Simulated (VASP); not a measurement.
# HPtBr5 (P4/mmm) in VASP: single point with PBE

Aim: the single point of HPtBr5 with PBE.

Program: VASP 6.6.1. These are calculated values, not measurements. Logs are shortened: lines on timing, memory, paths and dates and some standing lists are left out, and cuts for length are marked.

**1. The cell of the first run**

It takes space group P4/mmm (No. 123, tetragonal). The conventional cell has a = 4.588 Å, b = 4.588 Å, c = 7.932 Å, α = 90.00°, β = 90.00°, γ = 90.00°. H (site symmetry 4/mmm) has 12 Br at 3.24 to 3.33 Å within 4.3 Å. Within 3.6 Å of Pt (site symmetry 4/mmm) lie 8 Br at 2.77 Å. Within 3.6 Å of Br (site symmetry 2mm) lie 2 Pt at 2.77 Å and 7 Br at 3.10 to 3.33 Å and 2 H at 3.33 Å. Within 4.3 Å of Br (site symmetry 4/mmm) lie 4 H at 3.24 Å and 8 Br at 3.33 Å and 2 Pt at 3.97 Å.

The cell was built from a structure type or drawn by symmetry, and may not be a known phase.

**2. Single point, PBE, collinear spin**

Input file INCAR:

```
SYSTEM = HPtBr5
  PREC = Accurate
  ENCUT = 500
  EDIFF = 1E-6
  ISMEAR = 0
  SIGMA = 0.1
  LREAL = .False.
  LASPH = .True.
  NELM = 200
  ALGO = Normal
  ISIF = 2
  LWAVE = .False.
  LCHARG = .False.
  ISPIN = 2
  MAGMOM = -0.94 0 0 0 0 0 0
  LORBIT = 11
  LMAXMIX = 4
  GGA = PE
  NBANDS = 36
  GGA_COMPAT = .False.
```

Input file KPOINTS:

```
regular mesh
0
Gamma
  8 8 6
  0 0 0
```

Input file POSCAR:

```
HPtBr5
1.0
    4.5877810278      0.0000000000      0.0000000000
    0.0000000000      4.5877810278      0.0000000000
    0.0000000000      0.0000000000      7.9322134897
H Pt Br
1 1 5
Direct
    0.5000000000      0.5000000000      0.0000000000
    0.0000000000      0.0000000000      0.5000000000
    0.0000000000      0.5000000000      0.3045414497
    0.0000000000      0.5000000000      0.6954585503
    0.5000000000      0.0000000000      0.3045414497
    0.5000000000      0.0000000000      0.6954585503
    0.0000000000      0.0000000000      0.0000000000
```

Potentials or basis: VASP PAW PBE potentials, release 64 (H, Pt, Br).

On the command line:

```console
> cat potpaw_PBE.64/H/POTCAR potpaw_PBE.64/Pt/POTCAR potpaw_PBE.64/Br/POTCAR > POTCAR
> mpirun -np 1 vasp_std > vasp.out
```

OUTCAR:

```text
SYSTEM = HPtBr5
   PREC = Accurate
   ENCUT = 500
   EDIFF = 1E-6
   ISMEAR = 0
   LREAL = .False.
   LASPH = .True.
   NELM = 200
   ISIF = 2
   ISPIN = 2
   LORBIT = 11
   GGA = PE

 ion  position               nearest neighbor table
   1  0.500  0.500  0.000-
   2  0.000  0.000  0.500-   3 2.77   4 2.77   5 2.77   6 2.77   3 2.77   4 2.77   5 2.77   6 2.77

   3  0.000  0.500  0.305-   2 2.77   2 2.77
   4  0.000  0.500  0.695-   2 2.77   2 2.77
   5  0.500  0.000  0.305-   2 2.77   2 2.77
   6  0.500  0.000  0.695-   2 2.77   2 2.77
   7  0.000  0.000  0.000-

  LATTYP: Found a simple tetragonal cell.
 ALAT       =     4.5877810278
 C/A-ratio  =     1.7289869420

  Lattice vectors:

 A1 = (   4.5877810278,   0.0000000000,   0.0000000000)
 A2 = (   0.0000000000,   4.5877810278,   0.0000000000)
 A3 = (   0.0000000000,   0.0000000000,   7.9322134897)

Analysis of symmetry for initial positions (statically):
=====================================================================
 Subroutine PRICEL returns:
 Original cell was already a primitive cell.

 Routine SETGRP: Setting up the symmetry group for a
 simple tetragonal supercell.

 Subroutine GETGRP returns: Found 16 space group operations
 (whereof 16 operations were pure point group operations)
 out of a pool of 16 trial point group operations.

The static configuration has the point symmetry D_4h.

Analysis of symmetry for dynamics (positions and initial velocities):
=====================================================================
 Subroutine PRICEL returns:
 Original cell was already a primitive cell.

 Routine SETGRP: Setting up the symmetry group for a
 simple tetragonal supercell.

 Subroutine GETGRP returns: Found 16 space group operations
 (whereof 16 operations were pure point group operations)
 out of a pool of 16 trial point group operations.

The dynamic configuration has the point symmetry D_4h.

Analysis of structural, dynamic, and magnetic symmetry:
=====================================================================
 Subroutine PRICEL returns:
 Original cell was already a primitive cell.

 Routine SETGRP: Setting up the symmetry group for a
 simple tetragonal supercell.

 Subroutine GETGRP returns: Found 16 space group operations
 (whereof 16 operations were pure point group operations)
 out of a pool of 16 trial point group operations.
[... 146 lines left out ...]
 maximum number of plane-waves:      4269
 NGX is ok and might be reduce to    36
   NGX = 17   NGY = 17   NGZ = 29

 number of electron      46.0000010 magnetization      -0.9264062

 Free energy of the ion-electron system (eV)
  ---------------------------------------------------
  ext. energy  EPLUGINS =         0.00000000
  ---------------------------------------------------
  free energy    TOTEN  =       -13.51134102 eV

  energy without entropy =      -13.47764688  energy(sigma->0) =      -13.49449395

 E-fermi :   2.0468     XC(G=0):  -9.0884

 val. band max:        2.0363620688   @ k =   0.5000   0.2500   0.1667
 cond. band min:       2.0570501638   @ k =   0.5000   0.2500   0.1667
 fundamental gap:      0.0206880950
 Fermi energy:         2.0468053281

 spin component 1

 k-point     1 :       0.0000    0.0000    0.0000
  band No.  band energies     occupation
      1     -13.8207      1.00000
      2     -13.0966      1.00000
      3     -12.3943      1.00000
      4     -11.8199      1.00000
      5     -11.5994      1.00000
      6      -3.2057      1.00000
[... 901 lines left out ...]
     34      11.4318      0.00000
     35      12.1007      0.00000

 [... further k-points ...]

 spin component 2

 k-point     1 :       0.0000    0.0000    0.0000
  band No.  band energies     occupation
      1     -13.8267      1.00000
      2     -13.1016      1.00000
      3     -12.4003      1.00000
      4     -11.8262      1.00000
      5     -11.6098      1.00000
      6      -3.2504      1.00000
[... 901 lines left out ...]
     34      11.2935      0.00000
     35      12.0823      0.00000

 [... further k-points ...]

 [bands above 35 left out]

------------------------ aborting loop because EDIFF is reached ----------------------------------------

  FORCE on cell =-STRESS in cart. coord.  units (eV):
  Direction    XX          YY          ZZ          XY          YZ          ZX
  --------------------------------------------------------------------------------------
  -------------------------------------------------------------------------------------
  Total       -0.0541118     -0.0541118     -0.0651669      0.0000000      0.0000000      0.0000000
  in kB       -0.5192811     -0.5192811     -0.6253715      0.0000000      0.0000000      0.0000000
  external PRESSURE =      -0.5546445 kB  Pullay stress =       0.0000000 kB

 VOLUME and BASIS-vectors are now :
 -----------------------------------------------------------------------------
  energy-cutoff  :      500.00
  volume of cell :      166.96
      direct lattice vectors                 reciprocal lattice vectors
     4.587781028  0.000000000  0.000000000     0.217970298  0.000000000  0.000000000
     0.000000000  4.587781028  0.000000000     0.000000000  0.217970298  0.000000000
     0.000000000  0.000000000  7.932213490     0.000000000  0.000000000  0.126068216

 POSITION                                       TOTAL-FORCE (eV/Angst)
 -----------------------------------------------------------------------------------
      2.29389      2.29389      0.00000        -0.000000      0.000000      0.000000
      0.00000      0.00000      3.96611        -0.000000      0.000000      0.000000
      0.00000      2.29389      2.41569        -0.000000      0.000000      0.004732
      0.00000      2.29389      5.51653         0.000000      0.000000     -0.004732
      2.29389      0.00000      2.41569         0.000000      0.000000      0.004732
      2.29389      0.00000      5.51653        -0.000000      0.000000     -0.004732
      0.00000      0.00000      0.00000        -0.000000      0.000000      0.000000
 -----------------------------------------------------------------------------------
    total drift:                                0.000000      0.000000      0.000000

  FREE ENERGIE OF THE ION-ELECTRON SYSTEM (eV)
  ---------------------------------------------------
  free  energy   TOTEN  =       -13.5113410193 eV

  energy  without entropy=      -13.4776468816  energy(sigma->0) =      -13.49449395

 total charge

# of ion       s       p       d       tot
------------------------------------------
    1        0.379   0.001   0.000   0.380
    2        0.473   0.371   7.951   8.795
    3        1.646   3.053   0.033   4.732
    4        1.646   3.053   0.033   4.732
    5        1.646   3.053   0.033   4.732
    6        1.646   3.053   0.033   4.732
    7        1.634   3.088   0.010   4.732
--------------------------------------------------
tot          9.069  15.674   8.092  32.835

 magnetization (x)

# of ion       s       p       d       tot
------------------------------------------
    1       -0.369  -0.000   0.000  -0.369
    2        0.000  -0.000   0.017   0.018
    3       -0.000  -0.006  -0.000  -0.006
    4       -0.000  -0.006  -0.000  -0.006
    5       -0.000  -0.006  -0.000  -0.006
    6       -0.000  -0.006  -0.000  -0.006
    7       -0.001  -0.008  -0.001  -0.010
--------------------------------------------------
tot         -0.372  -0.031   0.016  -0.387
```

OSZICAR:

```text
N       E                     dE             d eps       ncg     rms          rms(c)
DAV:   1     0.268094927089E+03    0.26809E+03   -0.18985E+04  8640   0.106E+03
DAV:   2     0.393693306424E+01   -0.26416E+03   -0.24984E+03 11164   0.203E+02
DAV:   3    -0.157490280377E+02   -0.19686E+02   -0.19274E+02 10524   0.572E+01
[... 11 lines left out ...]
DAV:  15    -0.135113126226E+02   -0.29253E-04   -0.10988E-04  9448   0.536E-02    0.226E-02
DAV:  16    -0.135113273796E+02   -0.14757E-04   -0.24508E-05  9608   0.246E-02    0.104E-02
DAV:  17    -0.135113367389E+02   -0.93593E-05   -0.88081E-06  8964   0.119E-02    0.580E-03
DAV:  18    -0.135113404330E+02   -0.36942E-05   -0.61667E-06  8312   0.988E-03    0.267E-03
DAV:  19    -0.135113410193E+02   -0.58631E-06   -0.12094E-06  7260   0.435E-03
   1 F= -.13511341E+02 E0= -.13494494E+02  d E =-.336941E-01  mag=    -0.9264
```

It took 22 min on 1 thread of Intel Xeon 8259CL, shared host; peak memory 0.67 GiB.

Results:

- Free energy: -13.5113 eV
- Pressure: -0.1 GPa
- Largest force: 0.005 eV/Å
- Net moment: -0.93 μB per cell
- Site moments: H -0.37; Pt +0.02; Br -0.01 μB
- Valence electrons inside the program's atomic spheres: H 0.38; Pt 8.79; Br 4.73

Forces on the atoms (eV/Å):
```
H    0.000  0.000  0.000
Pt   0.000  0.000  0.000
Br   0.000  0.000  0.005
Br   0.000  0.000 -0.005
Br   0.000  0.000  0.005
Br   0.000  0.000 -0.005
Br   0.000  0.000  0.000
```

Levels at points of the mesh, in eV from the Fermi level:
Spin up:
| k point | band 21 | band 22 | band 23 | band 24 | band 25 | band 26 |
| --- | --- | --- | --- | --- | --- | --- |
| (0.00, 0.00, 0.00) | -0.73 | -0.41 | -0.35 | 0.46 | 0.46 | 2.06 |
| (0.50, 0.00, 0.00) | -1.08 | -0.43 | -0.33 | -0.03 | 0.10 | 3.77 |
| (0.50, 0.50, 0.00) | -0.40 | -0.40 | -0.09 | 0.25 | 0.82 | 3.21 |
| (0.00, 0.00, 0.50) | -1.00 | -0.92 | -0.26 | 0.75 | 0.75 | 2.80 |
| (0.50, 0.00, 0.50) | -1.44 | -1.25 | 0.33 | 0.49 | 0.55 | 3.88 |
| (0.50, 0.50, 0.50) | -0.09 | 0.25 | 0.50 | 0.50 | 0.83 | 3.55 |
Spin down:
| k point | band 19 | band 20 | band 21 | band 22 | band 23 | band 24 | band 25 | band 26 | band 27 | band 28 |
| --- | --- | --- | --- | --- | --- | --- | --- | --- | --- | --- |
| (0.00, 0.00, 0.00) | -1.25 | -0.89 | -0.89 | -0.73 | -0.42 | -0.33 | 0.46 | 0.46 | 2.24 | 5.72 |
| (0.50, 0.00, 0.00) | -1.47 | -1.27 | -1.07 | -0.41 | -0.33 | -0.21 | -0.03 | 0.11 | 3.77 | 7.24 |
| (0.50, 0.50, 0.00) | -1.04 | -0.99 | -0.58 | -0.40 | -0.40 | -0.10 | 0.24 | 0.82 | 3.21 | 7.13 |
| (0.00, 0.00, 0.50) | -1.08 | -1.00 | -1.00 | -0.92 | -0.59 | -0.25 | 0.75 | 0.75 | 2.80 | 4.83 |
| (0.50, 0.00, 0.50) | -1.52 | -1.52 | -1.44 | -1.25 | -0.36 | 0.33 | 0.50 | 0.55 | 3.88 | 7.23 |
| (0.50, 0.50, 0.50) | -1.53 | -1.17 | -0.59 | -0.10 | 0.24 | 0.50 | 0.50 | 0.84 | 3.85 | 6.56 |

Caveat: spin-orbit coupling is left out, which moves the levels of the heavy elements.
